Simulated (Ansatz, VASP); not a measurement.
# Se in VASP and in Ansatz

```
Se
1.0
     5.62475    3.24745    1.48853
    -5.62475    3.24745    1.48853
     0.00000   -6.49490    1.48853
Se
6
Direct
  0.83930 0.71504 0.08414
  0.71504 0.08414 0.83930
  0.08414 0.83930 0.71504
  0.16070 0.28496 0.91586
  0.28496 0.91586 0.16070
  0.91586 0.16070 0.28496
```

Alike in both runs: task single point; functional r2SCAN; k mesh 6 × 6 × 6; no spin polarisation.

|  | VASP | Ansatz |
| --- | --- | --- |
| version | VASP 6.6.1 | Ansatz 0.2.0 |
| potentials or method | VASP PAW PBE potentials, release 64 (Se) | plane waves, PAW |
| plane-wave cutoff (eV) | 520 | 500 |
| occupations | gaussian, width 0.01 eV | fixed |
| valence electrons in the cell | 36 | 96 |

```tsv
	VASP	Ansatz	Ansatz less VASP
gap on the k mesh at the Fermi level (eV)	1.51	1.52	+0.009
pressure (GPa)	0.8	0.8	+0.04
traceless stress, the component that is largest in VASP (GPa)	0.10	0.08	-0.018
rms of the force components (eV/Å)	0.023	0.023	-0.0001
```

VASP's potentials were made for PBE, not for r2SCAN. Atom by atom the forces differ by 0.001 eV/Å (rms over components). VASP's potentials hold 36 valence electrons a cell and Ansatz's 96, so a difference there can come from the potentials and not from the codes.
